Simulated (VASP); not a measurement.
Runs of VASP 6.6.1 on Be2C. The structure is that of space group Fm-3m (No. 225), or close to it. The cells are those of the table. 

| cell | gap on the mesh (eV) | pressure (GPa) |
| --- | --- | --- |
| a = 3.170 Å, angles 60.0°, 3 atoms | 1.11 | -17.4 |
| a = 3.199 Å, angles 60.0°, 3 atoms | 1.10 | -21.0 |
| a = 3.182 Å, angles 60.0°, 3 atoms | 1.10 | -18.9 |
| a = 2.999 Å, angles 60.0°, 3 atoms | 1.18 | (a) |
| a = 3.195 Å, angles 60.0°, 3 atoms | 1.10 | (b) |

Alike in all rows: task single point; level PBE; potentials or basis VASP PAW PBE potentials, release 64 (Be, C); no spin polarisation; k mesh 12 × 12 × 12; cutoff (eV) 600; smearing gaussian 0.02 eV.

**Question.** Estimate the missing entries.

**Answer.** (a) 14.0; (b) -20.6.

Caveats: the cell stands under tension (at least some runs); the cell stands under pressure (at least some runs).

A k mesh can miss the band edges.
